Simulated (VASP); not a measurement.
# Rh in VASP: notebook

The runs below take Rh through single point, relaxation of cell and atoms, with PBEsol.

Everything below comes from runs of VASP 6.6.1. Logs are shortened: lines on timing, memory, paths and dates and some standing lists are left out, and cuts for length are marked.

**1. The cell of the first run**

The structure is cubic, space group Pm-3m (No. 221). The conventional cell has a = 2.499 Å, b = 2.499 Å, c = 2.499 Å, α = 90.00°, β = 90.00°, γ = 90.00°. Rh (site symmetry m-3m) has 6 Rh at 2.50 Å within 3.3 Å.

This isn't the form of Rh at room conditions, which is fcc.

**2. Single point, PBEsol**

Contents of INCAR:

```
SYSTEM = Rh
ALGO = Fast
EDIFF = 1E-7
ENCUT = 520
GGA = PS
ISIF = 2
ISMEAR = 0
LASPH = .TRUE.
LCHARG = .FALSE.
LREAL = .FALSE.
LWAVE = .FALSE.
NBANDS = 14
NELM = 80
PREC = Accurate
SIGMA = 0.1
```

Contents of KPOINTS:

```
k-points
0
G
  22 22 22
  0 0 0
```

Contents of POSCAR:

```
Rh
1.0
    2.4991036071      0.0000000000      0.0000000000
    0.0000000000      2.4991036071      0.0000000000
    0.0000000000      0.0000000000      2.4991036071
Rh
1
Direct
    0.0000000000      0.0000000000      0.0000000000
```

Potentials or basis: VASP PAW PBE potentials, release 64 (Rh_pv).

Command:

```bash
> cat potpaw_PBE.64/Rh_pv/POTCAR > POTCAR
> mpirun -np 1 vasp_std > vasp.out
```

OUTCAR:

```text
SYSTEM = Rh
   EDIFF = 1E-7
   ENCUT = 520
   GGA = PS
   ISIF = 2
   ISMEAR = 0
   LASPH = .TRUE.
   LREAL = .FALSE.
   NELM = 80
   PREC = Accurate

 ion  position               nearest neighbor table
   1  0.000  0.000  0.000-

  LATTYP: Found a simple cubic cell.
 ALAT       =     2.4991036071

  Lattice vectors:

 A1 = (   2.4991036071,   0.0000000000,   0.0000000000)
 A2 = (   0.0000000000,   2.4991036071,   0.0000000000)
 A3 = (   0.0000000000,   0.0000000000,   2.4991036071)

Analysis of symmetry for initial positions (statically):
=====================================================================
 Subroutine PRICEL returns:
 Original cell was already a primitive cell.

 Routine SETGRP: Setting up the symmetry group for a
 simple cubic supercell.

 Subroutine GETGRP returns: Found 48 space group operations
 (whereof 48 operations were pure point group operations)
 out of a pool of 48 trial point group operations.

The static configuration has the point symmetry O_h .

Analysis of symmetry for dynamics (positions and initial velocities):
=====================================================================
 Subroutine PRICEL returns:
 Original cell was already a primitive cell.

 Routine SETGRP: Setting up the symmetry group for a
 simple cubic supercell.

 Subroutine GETGRP returns: Found 48 space group operations
 (whereof 48 operations were pure point group operations)
 out of a pool of 48 trial point group operations.

The dynamic configuration has the point symmetry O_h .

 Subroutine INISYM returns: Found 48 space group operations
 (whereof 48 operations are pure point group operations),
 and found     1 'primitive' translations

----------------------------------------------------------------------------------------

                                     Primitive cell

  volume of cell :      15.6082

  direct lattice vectors                    reciprocal lattice vectors
     2.499103607  0.000000000  0.000000000     0.400143474  0.000000000  0.000000000
     0.000000000  2.499103607  0.000000000     0.000000000  0.400143474  0.000000000
     0.000000000  0.000000000  2.499103607     0.000000000  0.000000000  0.400143474

  length of vectors
     2.499103607  2.499103607  2.499103607     0.400143474  0.400143474  0.400143474

  position of ions in fractional coordinates (direct lattice)
     0.000000000  0.000000000  0.000000000

  ion indices of the primitive-cell ions
   primitive index   ion index
                 1           1

----------------------------------------------------------------------------------------

 KPOINTS: k-points

Automatic generation of k-mesh.
 Grid dimensions read from file:
 generate k-points for:   22   22   22

 Generating k-lattice:

  Cartesian coordinates                     Fractional coordinates (reciprocal lattice)
     0.018188340  0.000000000  0.000000000     0.045454545  0.000000000  0.000000000
     0.000000000  0.018188340  0.000000000     0.000000000  0.045454545  0.000000000
     0.000000000  0.000000000  0.018188340     0.000000000  0.000000000  0.045454545

  Length of vectors
     0.018188340  0.018188340  0.018188340

  Shift w.r.t. Gamma in fractional coordinates (k-lattice)
     0.000000000  0.000000000  0.000000000

 Subroutine IBZKPT returns following result:
 ===========================================

 Found    364 irreducible k-points:

 Following reciprocal coordinates:
            Coordinates               Weight
  0.000000  0.000000  0.000000      1.000000
  0.045455  0.000000  0.000000      6.000000
  0.090909  0.000000  0.000000      6.000000
  0.136364  0.000000  0.000000      6.000000
  0.181818  0.000000  0.000000      6.000000
  0.227273  0.000000  0.000000      6.000000
[... 16 lines left out ...]
  0.500000  0.045455  0.000000     12.000000
  0.090909  0.090909  0.000000     12.000000
 [... further k-points ...]
   k-points           NKPTS =    364   k-points in BZ     NKDIM =    364   number of bands    NBANDS=     14
   number of dos      NEDOS =    301   number of ions     NIONS =      1
   total plane-waves  NPLWV =   8000
   dimension x,y,z NGX =    20 NGY =   20 NGZ =   20
   dimension x,y,z NGXF=    40 NGYF=   40 NGZF=   40
   ions per type =               1
   NGX,Y,Z   is equivalent  to a cutoff of  13.30, 13.30, 13.30 a.u.
   NGXF,Y,Z  is equivalent  to a cutoff of  26.61, 26.61, 26.61 a.u.
 SYSTEM =  Rh
   PREC   = accura    normal or accurate (medium, high low for compatibility)
   ISTART =      0    job   : 0-new  1-cont  2-samecut
   ICHARG =      2    charge: 1-file 2-atom 10-const
   ISPIN  =      1    spin polarized calculation?
   LNONCOLLINEAR =      F non collinear calculations
   LSORBIT =      F    spin-orbit coupling
   LASPH  =      T    aspherical Exc in radial PAW
   ENCUT  =  520.0 eV  38.22 Ry    6.18 a.u.   4.65  4.65  4.65*2*pi/ulx,y,z
   NELM   =     80;   NELMIN=  2; NELMDL= -5     # of ELM steps
   EDIFF  = 0.1E-06   stopping-criterion for ELM
   LREAL  =      F    real-space projection
   EDIFFG = 0.1E-05   stopping-criterion for IOM
   NSW    =      0    number of steps for IOM
   IBRION =     -1    ionic relax: 0-MD 1-quasi-New 2-CG
   NFREE  =      0    steps in history (QN), initial steepest desc. (CG)
   ISIF   =      2    stress and relaxation
   ISYM   =      2    0-nonsym 1-usesym 2-fastsym
   POTIM  = 0.5000    time-step for ionic-motion
   TEBEG  =    0.0;   TEEND  =   0.0 temperature during run
   PSTRESS=    0.0 pullay stress
   NELECT =      15.0000    total number of electrons
   NUPDOWN=      -1.0000    fix difference up-down
   EMIN   =  10.00;   EMAX   =-10.00  energy-range for DOS
   EFERMI =   0.00;   METHOD = LEGACY
   ISMEAR =     0;   SIGMA  =   0.10  broadening in eV -4-tet -1-fermi 0-gaus
   EFERMI_NEDOS =   21; number of points for ismear=-14 and -15
   IALGO  =     68    algorithm
   IMIX   =      4    mixing-type and parameters
     AMIX     =   0.40;   BMIX     =  1.00
     AMIX_MAG =   1.60;   BMIX_MAG =  1.00
  volume/ion in A,a.u.               =      15.61       105.33
  Fermi-wavevector in a.u.,A,eV,Ry     =   1.615552  3.052951 35.511326  2.610009
  Thomas-Fermi vector in A             =   2.710281
   LORBIT       =      0    0 simple, 1 ext, 2 COOP (PROOUT), +10 PAW based schemes
   GGA     = PS    functional components
   LHFCALC =     F    Hartree Fock is set to
   AEXX    =    0.0000 exact exchange contribution
   IVDW    =     0    specifies the selected vdW correction
   LEPSILON=     F    determine dielectric tensor
   LRPA    =     F    only Hartree local field effects (RPA)
 non-spin polarized calculation
 RMM-DIIS sequential band-by-band and
 Gauss-broadening in eV      SIGMA  =   0.10
  energy-cutoff  :      520.00
  volume of cell :       15.61
 maximum number of plane-waves:       443
 NGX is ok and might be reduce to    20
   NGX =  9   NGY =  9   NGZ =  9

 number of electron      14.9999993 magnetization

 Free energy of the ion-electron system (eV)
  ---------------------------------------------------
  ext. energy  EPLUGINS =         0.00000000
  ---------------------------------------------------
  free energy    TOTEN  =        -7.25324035 eV

  energy without entropy =       -7.24484698  energy(sigma->0) =       -7.24904367

 E-fermi :   9.7144     XC(G=0): -13.2686

 val. band max:        9.7107505870   @ k =   0.5000   0.2727   0.2727
 cond. band min:       9.7149465471   @ k =   0.2273   0.2273   0.0000
 fundamental gap:      0.0041959600
 Fermi energy:         9.7143851600

 k-point     1 :       0.0000    0.0000    0.0000
  band No.  band energies     occupation
      1     -36.3006      2.00000
      2     -36.3006      2.00000
      3     -36.3006      2.00000
      4       2.6178      2.00000
      5       4.3034      2.00000
      6       4.3034      2.00000
      7      10.5493      0.00000
      8      10.5493      0.00000
      9      10.5493      0.00000
     10      26.7675      0.00000
     11      26.7675      0.00000
     12      26.7675      0.00000
     13      30.6524      0.00000
     14      34.4141      0.00000

 k-point     2 :       0.0455    0.0000    0.0000
  band No.  band energies     occupation
      1     -36.3176      2.00000
      2     -36.2992      2.00000
      3     -36.2992      2.00000
      4       2.6802      2.00000
      5       4.3159      2.00000
      6       4.3610      2.00000
      7      10.4933      0.00000
      8      10.4933      0.00000
      9      10.5537      0.00000
     10      26.3223      0.00000
     11      26.8781      0.00000
     12      26.8781      0.00000
     13      30.6543      0.00000
     14      33.9976      0.00000

 k-point     3 :       0.0909    0.0000    0.0000
  band No.  band energies     occupation
      1     -36.3672      2.00000
      2     -36.2950      2.00000
      3     -36.2950      2.00000
      4       2.8585      2.00000
      5       4.3527      2.00000
      6       4.5383      2.00000
      7      10.3332      0.00000
      8      10.3332      0.00000
      9      10.5663      0.00000
     10      25.2491      0.00000
     11      27.2006      0.00000
     12      27.2006      0.00000
     13      30.6596      0.00000
     14      33.2067      0.00000

 k-point     4 :       0.1364    0.0000    0.0000
  band No.  band energies     occupation
      1     -36.4448      2.00000
      2     -36.2885      2.00000
      3     -36.2885      2.00000
      4       3.1263      2.00000
      5       4.4112      2.00000
      6       4.8470      2.00000
      7      10.0901      0.00000
      8      10.0901      0.00000
      9      10.5862      0.00000
     10      23.9199      0.00000
     11      27.7099      0.00000
     12      27.7099      0.00000
     13      30.6673      0.00000
     14      32.2289      0.00000

 k-point     5 :       0.1818    0.0000    0.0000
  band No.  band energies     occupation
      1     -36.5436      2.00000
      2     -36.2801      2.00000
      3     -36.2801      2.00000
      4       3.4473      2.00000
      5       4.4875      2.00000
      6       5.2991      2.00000
      7       9.7928      0.26755
      8       9.7928      0.26755
      9      10.6120      0.00000
     10      22.5332      0.00000
     11      28.3707      0.00000
[... 276 lines left out ...]
 k-point    22 :       0.4545    0.0455    0.0000
  band No.  band energies     occupation
      1     -37.0913      2.00000
      2     -36.2479      2.00000
      3     -36.2301      2.00000
      4       4.9916      2.00000
      5       5.1720      2.00000
      6       7.9726      2.00000
      7       8.3335      2.00000
      8       9.7067      1.08653
      9      10.7137      0.00000
     10      16.3921      0.00000
     11      27.3688      0.00000
     12      30.6679      0.00000
     13      31.1704      0.00000
     14      32.9028      0.00000

 k-point    23 :       0.5000    0.0455    0.0000
  band No.  band energies     occupation
      1     -37.1070      2.00000
      2     -36.2464      2.00000
      3     -36.2287      2.00000
      4       5.0077      2.00000
      5       5.2232      2.00000
      6       7.9495      2.00000
      7       8.2951      2.00000
      8       9.8821      0.01769
      9      10.7183      0.00000
     10      16.1857      0.00000
     11      27.2831      0.00000
     12      30.6629      0.00000
     13      31.0987      0.00000
     14      32.9980      0.00000

 k-point    24 :       0.0909    0.0909    0.0000
  band No.  band energies     occupation
      1     -36.3641      2.00000
      2     -36.3587      2.00000
      3     -36.2895      2.00000
      4       3.1011      2.00000
      5       4.4996      2.00000
      6       4.6691      2.00000
      7      10.1121      0.00000
      8      10.3170      0.00000
      9      10.3880      0.00000
     10      25.5260      0.00000
     11      25.7175      0.00000
     12      27.6349      0.00000
     13      30.6608      0.00000
     14      33.0136      0.00000

 [... further k-points ...]
[... 5 lines left out ...]
  --------------------------------------------------------------------------------------
  -------------------------------------------------------------------------------------
  Total        0.0012555      0.0012555      0.0012555     -0.0000000     -0.0000000      0.0000000
  in kB        0.1288720      0.1288720      0.1288720     -0.0000000     -0.0000000      0.0000000
  external PRESSURE =       0.1288720 kB  Pullay stress =       0.0000000 kB

 VOLUME and BASIS-vectors are now :
 -----------------------------------------------------------------------------
  energy-cutoff  :      520.00
  volume of cell :       15.61
      direct lattice vectors                 reciprocal lattice vectors
     2.499103607  0.000000000  0.000000000     0.400143474  0.000000000  0.000000000
     0.000000000  2.499103607  0.000000000     0.000000000  0.400143474  0.000000000
     0.000000000  0.000000000  2.499103607     0.000000000  0.000000000  0.400143474

 POSITION                                       TOTAL-FORCE (eV/Angst)
 -----------------------------------------------------------------------------------
      0.00000      0.00000      0.00000         0.000000      0.000000      0.000000
 -----------------------------------------------------------------------------------
    total drift:                                0.000000      0.000000      0.000000

  FREE ENERGIE OF THE ION-ELECTRON SYSTEM (eV)
  ---------------------------------------------------
  free  energy   TOTEN  =        -7.2532403466 eV

  energy  without entropy=       -7.2448469841  energy(sigma->0) =       -7.24904367
```

Wall time 1.9 min (1 thread of Intel Xeon 8259CL, shared host); peak memory 0.18 GiB.

What came out:

- Free energy: -7.2532 eV
- Pressure: 0.0 GPa
- Band gap on the k mesh: zero (an odd number of electrons rules out a gap without spin polarisation)

Caveat: the PAW data sets were made with another functional, which shifts forces and pressure a little.

**3. Relaxation of cell and atoms, PBEsol**

Contents of INCAR:

```
PREC     = Accurate       # precision mode
ENCUT    = 600            # plane-wave cutoff, eV
EDIFF    = 1E-6           # SCF threshold, eV
ISMEAR   = 0              # smearing method
SIGMA    = 0.1            # smearing width, eV
LREAL    = F              # projectors in reciprocal space
LASPH    = T              # aspherical terms in the spheres
NELM     = 80             # most SCF steps
ALGO     = Fast           # electronic algorithm
ISIF     = 3              # what is computed and relaxed
LWAVE    = F              # write WAVECAR
LCHARG   = F              # write CHGCAR
GGA      = PS             # functional
IBRION   = 2              # ionic algorithm
NSW      = 100            # ionic steps
EDIFFG   = -0.01          # ionic threshold
```

Contents of KPOINTS:

```
Automatic mesh
0
Gamma
  21 21 21
```

Contents of POSCAR:

```
Rh
1.0
    1.7388668965      1.0039352708      1.4883364189
   -1.7388668965      1.0039352708      1.4883364189
    0.0000000000     -2.0078705415      1.4883364189
Rh
1
Direct
    0.5000000000      0.5000000000      0.5000000000
```

Potentials or basis: VASP PAW PBE potentials, release 64 (Rh_pv).

Command:

```bash
> cat potpaw_PBE.64/Rh_pv/POTCAR > POTCAR
> mpirun -np 1 vasp_std > vasp.out
```

It took 18 min on 1 thread of Intel Xeon Platinum 8259CL at 2.50GHz (Skylake/Cascade Lake), shared host; peak memory 0.33 GiB.

Results (log left out):

| Property | Result |
| --- | --- |
| Free energy | -7.2537 eV |
| Relaxed volume | 15.60 Å³/atom |
| Relaxed cell | a = 2.499 Å, b = 2.499 Å, c = 2.499 Å, α = 89.90°, β = 89.90°, γ = 89.90° |
| Space group after relaxing (to 0.1 Å) | Pm-3m (No. 221) |
| Energy gained by relaxing | 2.0 meV/atom |
| Ionic steps | 15 |
| Pressure after relaxing | 0.0 GPa |
| Band gap on the k mesh | zero (an odd number of electrons rules out a gap without spin polarisation) |

The path:
```
step  energy change (eV)  largest force (eV/Å)  pressure (GPa)  volume (Å³)
   1              0.0000                0.0000            0.19        15.59
   2             -0.0004                0.0000           -0.60        15.63
   3             -0.0006                0.0000           -1.11        15.68
   4             -0.0003                0.0000           -2.51        15.78
   5             -0.0006                0.0000           -1.43        15.70
   6             -0.0008                0.0000           -1.34        15.70
   7             -0.0011                0.0000           -1.16        15.69
   8             -0.0016                0.0000           -0.91        15.66
   9             -0.0020                0.0000           -0.12        15.62
  10             -0.0020                0.0000           -0.21        15.62
  11             -0.0019                0.0000           -0.29        15.63
  12             -0.0020                0.0000           -0.30        15.63
  13             -0.0020                0.0000           -0.19        15.62
  14             -0.0020                0.0000            0.25        15.59
  15             -0.0020                0.0000            0.01        15.60
```

Final structure:
```yaml
crystal:
  lattice:
    - [1.76550, 1.01931, 1.44519]
    - [-1.76550, 1.01931, 1.44519]
    - [0.00000, -2.03862, 1.44519]
  atoms:
    - { symbol: Rh, position: [0.50000, 0.50000, 0.50000] }
```

Levels at points of the mesh, in eV from the Fermi level:
```tsv
k point	band 5	band 6	band 7	band 8	band 9	band 10	band 11
(0.00, 0.00, 0.00)	-5.42	-5.42	0.83	0.83	0.83	17.03	17.06
```

Caveat: the PAW data sets were made with another functional, which shifts forces and pressure a little.
